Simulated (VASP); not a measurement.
A run of VASP 6.6.1:

File INCAR:

```
SYSTEM = MgS
PREC     = Accurate       ! precision mode
ENCUT    = 520            ! plane-wave cutoff, eV
EDIFF    = 1E-8           ! SCF threshold, eV
ISMEAR   = 0              ! smearing method
SIGMA    = 0.01           ! smearing width, eV
LREAL    = .FALSE.        ! projectors in reciprocal space
LASPH    = .TRUE.         ! aspherical terms in the spheres
NELM     = 80             ! most SCF steps
ALGO     = Normal         ! electronic algorithm
ISIF     = 2              ! what is computed and relaxed
LWAVE    = .FALSE.        ! write WAVECAR
LCHARG   = .FALSE.        ! write CHGCAR
GGA      = CA             ! functional
NBANDS   = 11             ! bands
IBRION   = 8              ! ionic algorithm
NSW      = 1              ! ionic steps
LEPSILON = .TRUE.         ! dielectric tensor by DFPT
```

The input KPOINTS:

```
regular mesh
0
G
  8 8 8
  0 0 0
```

POSCAR

```
MgS
1.0
    0.0000000000      2.7685632501      2.7685632501
    2.7685632501      0.0000000000      2.7685632501
    2.7685632501      2.7685632501      0.0000000000
Mg S
1 1
Direct
    0.0000000000      0.0000000000      0.0000000000
    0.7500000000      0.7500000000      0.7500000000
```

Potentials or basis: VASP PAW LDA potentials, release 64 (Mg, S).

Launch:

```console
$ cat potpaw_LDA.64/Mg/POTCAR potpaw_LDA.64/S/POTCAR > POTCAR
$ mpirun -np 1 vasp_std > vasp.out
```

Hardware: 1 thread of Intel(R) Xeon(R) 6975P-C (Granite Rapids), on a shared host.

How long does it take, and how much memory?

Run time: 2.3 min on 1 thread of Intel(R) Xeon(R) 6975P-C (Granite Rapids), on a shared host, peak memory 0.25 GiB. Counts: scf iterations 127, k points 29.
